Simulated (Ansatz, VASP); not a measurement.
# Ca in VASP and in Ansatz

```xyz
1
Lattice="0.0000 2.8780 2.7942 2.8780 0.0000 2.7942 2.8780 2.8780 0.0000" Properties=species:S:1:pos:R:3 pbc="T T T"
Ca    0.0000    0.0000    0.0000
```

Change from the starting cell: x and y stretched by +3 %, z held.

Alike in both runs: task single point; functional PBE; k mesh 11 × 11 × 11; occupations fermi-dirac, width 0.05 eV; no spin polarisation.

```csv
,VASP,Ansatz
version,VASP 6.6.1,Ansatz 0.2.0
potentials or method,"VASP PAW PBE potentials, release 64 (Ca_sv), cutoff 520 eV","all-electron LAPW, scalar-relativistic"
```

|  | VASP | Ansatz | Ansatz less VASP |
| --- | --- | --- | --- |
| pressure (GPa) | -1.4 | -1.4 | -0.01 |
| traceless stress, the component that is largest in VASP (GPa) | 0.11 | 0.11 | -0.001 |

Ansatz ran all-electron here, and VASP with PAW potentials.
